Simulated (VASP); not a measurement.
# ScTaN (P-3m1) in VASP: a series of runs, part 2 of 2

VASP 6.6.1. Earlier steps stand in the parts before.

## 5. Single point, PBEsol

This run uses another cell than the first one, of 13.73 Å³/atom, 0.967 times its volume.

Input file INCAR:

```
SYSTEM = ScTaN
  ALGO = Normal
  EDIFF = 1E-6
  ENCUT = 520
  GGA = PS
  ISIF = 2
  ISMEAR = -1
  LASPH = .True.
  LCHARG = .False.
  LREAL = .False.
  LWAVE = .False.
  NBANDS = 36
  NELM = 60
  PREC = Accurate
  SIGMA = 0.05
```

Input file KPOINTS:

```
k-points
0
Gamma
  10 10 3
  0 0 0
```

Input file POSCAR:

```
ScTaN
1.0
    3.0522287032      0.0000000000      0.0000000000
   -1.5261143516      2.6433075951      0.0000000000
    0.0000000000      0.0000000000     10.2104619481
Ta Sc N
2 2 2
Direct
    0.3333333333      0.6666666667      0.2457016003
    0.6666666667      0.3333333333      0.7542983997
    0.0000000000      0.0000000000      0.0000000000
    0.0000000000      0.0000000000      0.5000000000
    0.3333333333      0.6666666667      0.6299129096
    0.6666666667      0.3333333333      0.3700870904
```

Potentials or basis: VASP PAW PBE potentials, release 64 (Ta_pv, Sc_sv, N).

The run is started by

```sh
cat potpaw_PBE.64/Ta_pv/POTCAR potpaw_PBE.64/Sc_sv/POTCAR potpaw_PBE.64/N/POTCAR > POTCAR
mpirun -np 1 vasp_std > vasp.out
```

OUTCAR:

```text
SYSTEM = ScTaN
   EDIFF = 1E-6
   ENCUT = 520
   GGA = PS
   ISIF = 2
   ISMEAR = -1
   LASPH = .True.
   LREAL = .False.
   NELM = 60
   PREC = Accurate

 ion  position               nearest neighbor table
   1  0.333  0.667  0.246-   6 2.17   6 2.17   6 2.17   3 3.07   3 3.07   3 3.07   4 3.14   4 3.14
                             4 3.14
   2  0.667  0.333  0.754-   5 2.17   5 2.17   5 2.17   3 3.07   3 3.07   3 3.07   4 3.14   4 3.14
                             4 3.14
   3  0.000  0.000  0.000-   1 3.07   2 3.07   1 3.07   2 3.07   2 3.07   1 3.07
   4  0.000  0.000  0.500-   5 2.21   6 2.21   5 2.21   6 2.21   6 2.21   5 2.21   1 3.14   2 3.14
                             1 3.14   2 3.14   1 3.14   2 3.14
[... 1146 lines left out ...]
  Total        0.3614411      0.3614411      0.3353839      0.0000000     -0.0000000     -0.0000000
  in kB        7.0297194      7.0297194      6.5229283      0.0000000     -0.0000000     -0.0000000
  external PRESSURE =       6.8607891 kB  Pullay stress =       0.0000000 kB

 VOLUME and BASIS-vectors are now :
 -----------------------------------------------------------------------------
  energy-cutoff  :      520.00
  volume of cell :       82.38
      direct lattice vectors                 reciprocal lattice vectors
     3.052228703  0.000000000  0.000000000     0.327629446  0.189156949  0.000000000
    -1.526114352  2.643307595  0.000000000     0.000000000  0.378313898  0.000000000
     0.000000000  0.000000000 10.210461948     0.000000000  0.000000000  0.097938762

 POSITION                                       TOTAL-FORCE (eV/Angst)
 -----------------------------------------------------------------------------------
     -0.00000      1.76221      2.50873         0.000000     -0.000000     -0.040151
      1.52611      0.88110      7.70174        -0.000000      0.000000      0.040151
      0.00000      0.00000      0.00000         0.000000      0.000000      0.000000
      0.00000      0.00000      5.10523         0.000000      0.000000      0.000000
     -0.00000      1.76221      6.43170         0.000000      0.000000      0.020136
      1.52611      0.88110      3.77876        -0.000000      0.000000     -0.020136
 -----------------------------------------------------------------------------------
    total drift:                                0.000000     -0.000000      0.000000

  FREE ENERGIE OF THE ION-ELECTRON SYSTEM (eV)
  ---------------------------------------------------
  free  energy   TOTEN  =       -62.3501470006 eV

  energy  without entropy=      -62.3250855198  energy(sigma->0) =      -62.33761626
```

OSZICAR:

```text
N       E                     dE             d eps       ncg     rms          rms(c)
DAV:   1     0.729213697187E+03    0.72921E+03   -0.26200E+04  2592   0.165E+03
DAV:   2     0.156943889378E+02   -0.71352E+03   -0.70134E+03  2632   0.582E+02
DAV:   3    -0.652884719997E+02   -0.80983E+02   -0.78505E+02  4164   0.177E+02
DAV:   4    -0.703334879952E+02   -0.50450E+01   -0.49655E+01  4248   0.445E+01
DAV:   5    -0.704236164226E+02   -0.90128E-01   -0.89512E-01  4232   0.650E+00    0.317E+01
DAV:   6    -0.631008654472E+02    0.73228E+01   -0.44129E+01  3984   0.381E+01    0.146E+01
DAV:   7    -0.628267892553E+02    0.27408E+00   -0.10271E+01  4112   0.159E+01    0.768E+00
DAV:   8    -0.625276385991E+02    0.29915E+00   -0.53829E+00  3736   0.907E+00    0.358E+00
DAV:   9    -0.623565695103E+02    0.17107E+00   -0.14938E+00  4112   0.545E+00    0.549E-01
DAV:  10    -0.623509494117E+02    0.56201E-02   -0.74966E-02  3928   0.118E+00    0.271E-01
DAV:  11    -0.623501535811E+02    0.79583E-03   -0.53380E-03  3964   0.578E-01    0.114E-01
DAV:  12    -0.623501558569E+02   -0.22758E-05   -0.36849E-04  4312   0.165E-01    0.383E-02
DAV:  13    -0.623501488984E+02    0.69585E-05   -0.76070E-05  3888   0.526E-02    0.209E-02
DAV:  14    -0.623501472418E+02    0.16566E-05   -0.12550E-05  3936   0.220E-02    0.453E-03
DAV:  15    -0.623501470006E+02    0.24126E-06   -0.21522E-06  2432   0.108E-02
   1 F= -.62350147E+02 E0= -.62337616E+02  d E =-.250615E-01
```

It took 2 min on 1 thread of Intel Xeon 6975P-C, shared host; peak memory 0.26 GiB.

What came out:

```yaml
Free_energy: -62.3501 eV
Pressure: 0.7 GPa
Largest_force: 0.040 eV/Å
Band_gap_on_the_k_mesh: zero (band 27 reaches 6.96 eV, above the bottom of band 28 at 6.17 eV)
```

Forces on the atoms (eV/Å):
```
Ta   0.000  0.000 -0.040
Ta   0.000  0.000  0.040
Sc   0.000  0.000  0.000
Sc   0.000  0.000  0.000
N    0.000  0.000  0.020
N    0.000  0.000 -0.020
```

Levels at points of the mesh, in eV from the Fermi level:
```
           k point  band 25  band 26  band 27  band 28  band 29  band 30
(0.00, 0.00, 0.00)    -1.29     0.57     0.57     0.79     0.80     1.44
(0.50, 0.00, 0.00)    -1.22    -0.87    -0.37     0.39     0.59     2.07
```

Caveat: the PAW data sets were made with another functional, which shifts forces and pressure a little; spin-orbit coupling is left out, which moves the levels of the heavy elements.

## 6. The runs side by side

```tsv
level	cell	k mesh	smearing	gap on the mesh (eV)	pressure (GPa)	largest force (eV/Å)
PBE	a = 3.085, b = 3.085, c = 10.340 Å, angles 90.0, 90.0, 120.0°, 6 atoms	8 × 8 × 3	methfessel-paxton 0.005 eV	none	-0.2	0.06
PBEsol	a = 3.053, b = 3.053, c = 10.211 Å, angles 90.0, 90.0, 120.0°, 6 atoms	10 × 10 × 3	fermi-dirac 0.05 eV	none	0.6	0.06
PBEsol	a = 3.052, b = 3.052, c = 10.210 Å, angles 90.0, 90.0, 120.0°, 6 atoms	10 × 10 × 3	fermi-dirac 0.05 eV	none	0.7	0.04
```

Alike in all rows: task single point; potentials or basis VASP PAW PBE potentials, release 64 (Ta_pv, Sc_sv, N); no spin polarisation; cutoff (eV) 520.

Caveats: spin-orbit coupling is left out, which moves the levels of the heavy elements; the PAW data sets were made with another functional, which shifts forces and pressure a little (some runs).

Absolute energies hang on the potentials; compare differences alone.
